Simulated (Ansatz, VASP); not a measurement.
**Cu in VASP and in Ansatz**

```xyz
2
Lattice="2.6174 0.0000 0.0000 -1.3087 2.2667 0.0000 0.0000 0.0000 4.2903" Properties=species:S:1:pos:R:3 pbc="T T T"
Cu    0.0000    1.5112    1.0726
Cu    1.3087    0.7556    3.2177
```

Alike in both runs: functional BLYP; k mesh 14 × 14 × 8; occupations fermi-dirac, width 0.1 eV; no spin polarisation.

Ansatz relaxed the structure, and its values are those at the end. VASP's run is a single point on that final structure, the one shown.

|  | VASP | Ansatz |
| --- | --- | --- |
| version | VASP 6.6.1 | Ansatz 0.2.0 |
| potentials or method | VASP PAW PBE potentials, release 64 (Cu), cutoff 520 eV | plane waves (420 eV) with PAW, scalar-relativistic |
| valence electrons in the cell | 22 | 38 |

|  | VASP | Ansatz | Ansatz less VASP |
| --- | --- | --- | --- |
| pressure (GPa) | 0.6 | 0.0 | -0.59 |

VASP's potentials were made for PBE, not for BLYP. With one functional, cell and mesh, what is left measures potentials, basis and numerics. VASP's potentials hold 22 valence electrons a cell and Ansatz's 38, so a difference there can come from the potentials and not from the codes.
